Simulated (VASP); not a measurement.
# Li (P1) in VASP: further runs

Li is run at these levels: PBE+D3(BJ); tasks: single point.

All numbers are computed with VASP 6.6.1; they aren't measurements. Logs are shortened: lines on timing, memory, paths and dates and some standing lists are left out, and cuts for length are marked.

### Step 1. The cell of the first run

The typed cell holds 16 atoms: a = 6.980 Å, b = 6.980 Å, c = 6.980 Å, α = 90.00°, β = 90.00°, γ = 90.00°.

### Step 2. Single point, PBE+D3(BJ)

The input, INCAR:

```
SYSTEM = Li
PREC = Accurate ; ENCUT = 650
EDIFF = 1E-6 ; ISMEAR = -1
SIGMA = 0.11 ; LREAL = .False.
LASPH = .True. ; NELM = 120
ALGO = Normal ; ISIF = 2
LWAVE = .False. ; LCHARG = .True.
GGA = PE ; IVDW = 12
LELF = .True. ; LVHAR = .True.
NBANDS = 38 ; GGA_COMPAT = .False.
```

The input, KPOINTS:

```
regular mesh
0
Gamma
  2 2 2
  0 0 0
```

The input, POSCAR:

```
Li
1.0
    6.9800000000      0.0000000000      0.0000000000
    0.0000000000      6.9800000000      0.0000000000
    0.0000000000      0.0000000000      6.9800000000
Li
16
Direct
    0.0226504298      0.0525501433     -0.0453438395
    0.5126074499      0.0653438395      0.0096991404
    0.0166618911      0.4934527221     -0.0295128940
    0.0143839542     -0.0797851003      0.5359169054
    0.2579799427      0.2448280802      0.2575931232
    0.5018767908      0.4928796562     -0.0497564470
    0.4990687679      0.0168338109      0.4816905444
    0.7472492837      0.3062177650      0.1881088825
   -0.0320343840      0.4811604585      0.5178223496
    0.2624068768      0.7608452722      0.1878223496
    0.2796991404      0.2483524355      0.6778653295
    0.5495128940      0.4763896848      0.5110744986
    0.8263180516      0.8064899713      0.1956303725
    0.7847851003      0.1744269341      0.6760888252
    0.2549140401      0.7222922636      0.7435673352
    0.7019914040      0.7956446991      0.7614183381
```

Potentials or basis: VASP PAW PBE potentials, release 64 (Li_sv).

Command:

```
$ cat potpaw_PBE.64/Li_sv/POTCAR > POTCAR
$ mpirun -np 1 vasp_std > vasp.out
```

OUTCAR:

```text
SYSTEM = Li
   PREC = Accurate
   ENCUT = 650
   EDIFF = 1E-6
   ISMEAR = -1
   LREAL = .False.
   LASPH = .True.
   NELM = 120
   ISIF = 2
   GGA = PE
   IVDW = 12
 IVDW          = 12

 ion  position               nearest neighbor table
   1  0.023  0.053  0.955-
   2  0.513  0.065  0.010-
   3  0.017  0.493  0.970-
   4  0.014  0.920  0.536-  14 2.58
   5  0.258  0.245  0.258-
   6  0.502  0.493  0.950-
   7  0.499  0.017  0.482-
   8  0.747  0.306  0.188-
   9  0.968  0.481  0.518-
  10  0.262  0.761  0.188-
  11  0.280  0.248  0.678-
  12  0.550  0.476  0.511-
  13  0.826  0.806  0.196-
  14  0.785  0.174  0.676-   4 2.58
  15  0.255  0.722  0.744-
  16  0.702  0.796  0.761-

  LATTYP: Found a simple cubic cell.
 ALAT       =     6.9800000000

  Lattice vectors:

 A1 = (   6.9800000000,   0.0000000000,   0.0000000000)
 A2 = (   0.0000000000,   6.9800000000,   0.0000000000)
 A3 = (   0.0000000000,   0.0000000000,   6.9800000000)

Analysis of symmetry for initial positions (statically):
=====================================================================
 Subroutine PRICEL returns:
 Original cell was already a primitive cell.

 Routine SETGRP: Setting up the symmetry group for a
 simple cubic supercell.

 Subroutine GETGRP returns: Found  1 space group operations
 (whereof  1 operations were pure point group operations)
 out of a pool of 48 trial point group operations.

The static configuration has the point symmetry C_1 .

Analysis of symmetry for dynamics (positions and initial velocities):
=====================================================================
 Subroutine PRICEL returns:
 Original cell was already a primitive cell.

 Routine SETGRP: Setting up the symmetry group for a
 simple cubic supercell.

 Subroutine GETGRP returns: Found  1 space group operations
 (whereof  1 operations were pure point group operations)
 out of a pool of 48 trial point group operations.

The dynamic configuration has the point symmetry C_1 .

 Subroutine INISYM returns: Found  1 space group operations
 (whereof  1 operations are pure point group operations),
 and found     1 'primitive' translations

----------------------------------------------------------------------------------------

[... 104 lines left out ...]
   LREAL  =      F    real-space projection
   EDIFFG = 0.1E-04   stopping-criterion for IOM
   NSW    =      0    number of steps for IOM
   IBRION =     -1    ionic relax: 0-MD 1-quasi-New 2-CG
   NFREE  =      0    steps in history (QN), initial steepest desc. (CG)
   ISIF   =      2    stress and relaxation
   ISYM   =      2    0-nonsym 1-usesym 2-fastsym
   POTIM  = 0.5000    time-step for ionic-motion
   TEBEG  =    0.0;   TEEND  =   0.0 temperature during run
   PSTRESS=    0.0 pullay stress
   NELECT =      48.0000    total number of electrons
   NUPDOWN=      -1.0000    fix difference up-down
   EMIN   =  10.00;   EMAX   =-10.00  energy-range for DOS
   EFERMI =   0.00;   METHOD = LEGACY
   ISMEAR =    -1;   SIGMA  =   0.11  broadening in eV -4-tet -1-fermi 0-gaus
   EFERMI_NEDOS =   21; number of points for ismear=-14 and -15
   IALGO  =     38    algorithm
   IMIX   =      4    mixing-type and parameters
     AMIX     =   0.40;   BMIX     =  1.00
     AMIX_MAG =   1.60;   BMIX_MAG =  1.00
  volume/ion in A,a.u.               =      21.25       143.43
  Fermi-wavevector in a.u.,A,eV,Ry     =   0.852380  1.610764  9.885331  0.726551
  Thomas-Fermi vector in A             =   1.968659
   LORBIT       =      0    0 simple, 1 ext, 2 COOP (PROOUT), +10 PAW based schemes
   GGA     = PE    functional components
   LHFCALC =     F    Hartree Fock is set to
   AEXX    =    0.0000 exact exchange contribution
   IVDW    =    12    specifies the selected vdW correction
   LEPSILON=     F    determine dielectric tensor
   LRPA    =     F    only Hartree local field effects (RPA)
 non-spin polarized calculation
  energy-cutoff  :      650.00
  volume of cell :      340.07
 maximum number of plane-waves:     12893
 NGX is ok and might be reduce to    60
   NGX = 29   NGY = 29   NGZ = 29

 number of electron      48.0000002 magnetization

 Free energy of the ion-electron system (eV)
  ---------------------------------------------------
  ext. energy  EPLUGINS =         0.00000000
  ---------------------------------------------------
  free energy    TOTEN  =       -29.13399197 eV

  energy without entropy =      -28.75445880  energy(sigma->0) =      -28.94422539

 E-fermi :   0.3263     XC(G=0):  -6.9122

 val. band max:        0.3157548841   @ k =   0.0000   0.5000   0.5000
 cond. band min:       0.3618980007   @ k =   0.5000   0.0000   0.5000
 fundamental gap:      0.0461431166
 Fermi energy:         0.3263042405

 k-point     1 :       0.0000    0.0000    0.0000
  band No.  band energies     occupation
      1     -46.3910      2.00000
      2     -46.3820      2.00000
      3     -46.2789      2.00000
      4     -46.2635      2.00000
      5     -46.2046      2.00000
      6     -46.1970      2.00000
[... 301 lines left out ...]
     35       3.2285      0.00000
     36       3.3197      0.00000
 [bands above 36 left out]

------------------------ aborting loop because EDIFF is reached ----------------------------------------

 Edisp (eV)   -2.58151

 E8    (eV) :    -1.0776

  FORCE on cell =-STRESS in cart. coord.  units (eV):
  Direction    XX          YY          ZZ          XY          YZ          ZX
  --------------------------------------------------------------------------------------
  -------------------------------------------------------------------------------------
  Total      -2.27884    -2.76204    -2.92137    -0.17285    -0.27925     0.41775
  in kB     -10.73637   -13.01292   -13.76358    -0.81437    -1.31564     1.96814
  external pressure =      -12.50 kB  Pullay stress =        0.00 kB

 VOLUME and BASIS-vectors are now :
 -----------------------------------------------------------------------------
  energy-cutoff  :      650.00
  volume of cell :      340.07
      direct lattice vectors                 reciprocal lattice vectors
     6.980000000  0.000000000  0.000000000     0.143266476  0.000000000  0.000000000
     0.000000000  6.980000000  0.000000000     0.000000000  0.143266476  0.000000000
     0.000000000  0.000000000  6.980000000     0.000000000  0.000000000  0.143266476

 POSITION                                       TOTAL-FORCE (eV/Angst)
 -----------------------------------------------------------------------------------
      0.15810      0.36680      6.66350         0.232430     -0.053393      0.005461
      3.57800      0.45610      0.06770        -0.143316     -0.247392     -0.368778
      0.11630      3.44430      6.77400        -0.073579     -0.026523     -0.260673
      0.10040      6.42310      3.74070         0.186566      0.178266     -0.411656
      1.80070      1.70890      1.79800        -0.322604      0.216900      0.015306
      3.50310      3.44030      6.63270         0.056681     -0.138579      0.028093
[... 8 lines left out ...]
      1.77930      5.04160      5.19010         0.157287      0.222775     -0.019660
      4.89990      5.55360      5.31470         0.144024     -0.312034      0.162398
 -----------------------------------------------------------------------------------
    total drift:                               -0.000294     -0.000443     -0.001388

  FREE ENERGIE OF THE ION-ELECTRON SYSTEM (eV)
  ---------------------------------------------------
  free  energy   TOTEN  =       -31.7155046373 eV

  energy  without entropy=      -31.3359714708  energy(sigma->0) =      -31.52573805
```

OSZICAR:

```text
N       E                     dE             d eps       ncg     rms          rms(c)
DAV:   1     0.288652949838E+03    0.28865E+03   -0.23259E+04   608   0.143E+03
DAV:   2     0.460562670154E+02   -0.24260E+03   -0.22710E+03   616   0.369E+02
DAV:   3    -0.132165406574E+02   -0.59273E+02   -0.57548E+02  1112   0.849E+01
DAV:   4    -0.263595846198E+02   -0.13143E+02   -0.12875E+02  1004   0.678E+01
DAV:   5    -0.294571030145E+02   -0.30975E+01   -0.30944E+01  1114   0.199E+01    0.194E+00
DAV:   6    -0.291504196335E+02    0.30668E+00   -0.10313E+00   808   0.557E+00    0.763E-01
DAV:   7    -0.291375875541E+02    0.12832E-01   -0.18880E-01   984   0.157E+00    0.310E-01
DAV:   8    -0.291343568851E+02    0.32307E-02   -0.17524E-02   952   0.520E-01    0.137E-01
DAV:   9    -0.291339980392E+02    0.35885E-03   -0.31292E-03   960   0.210E-01    0.586E-02
DAV:  10    -0.291340012519E+02   -0.32127E-05   -0.56944E-04   944   0.879E-02    0.266E-02
DAV:  11    -0.291339967126E+02    0.45393E-05   -0.48755E-05   984   0.299E-02    0.930E-03
DAV:  12    -0.291339928715E+02    0.38411E-05   -0.38814E-06   768   0.117E-02    0.239E-03
DAV:  13    -0.291339919683E+02    0.90323E-06   -0.15877E-06   560   0.623E-03
   1 F= -.31715505E+02 E0= -.31525738E+02  d E =-.379533E+00
```

stdout:

```text
POSCAR found type information on POSCAR Li
 POSCAR found :  1 types and      16 ions
 scaLAPACK will be used
 LDA part: xc-table for (Slater+PW92), standard interpolation
 POSCAR, INCAR and KPOINTS ok, starting setup
 FFT: planning ... GRIDC
 FFT: planning ... GRID_SOFT
 FFT: planning ... GRID
 WAVECAR not read
 entering main loop
```

Wall time 80 s (1 thread of Intel Xeon 6975P-C (Granite Rapids), shared host); peak memory 0.53 GiB.

Results:

* Free energy: -31.7155 eV
* Pressure: -1.3 GPa
* Largest force: 0.602 eV/Å
* Band gap on the k mesh: zero (bands 24 and 25 overlap by 0.74 eV)
* Dispersion energy per atom: -0.161 eV

Forces on the atoms (eV/Å):
```
Li   0.232 -0.053  0.005
Li  -0.143 -0.247 -0.369
Li  -0.074 -0.027 -0.261
Li   0.187  0.178 -0.412
Li  -0.323  0.217  0.015
Li   0.057 -0.139  0.028
Li   0.103 -0.400 -0.310
Li   0.203 -0.251  0.388
Li   0.195  0.203 -0.128
Li   0.149 -0.097  0.251
Li  -0.215 -0.007  0.459
Li  -0.107  0.355 -0.233
Li  -0.375 -0.136  0.134
Li  -0.191  0.493  0.288
Li   0.157  0.223 -0.020
Li   0.144 -0.312  0.162
```

Caveat: the k points lie up to 0.45 Å⁻¹ apart, too coarse for converged energies and pressures of a metal; the atoms stand as in a frame of molecular dynamics.

(Part 1 of 3 ends here.)
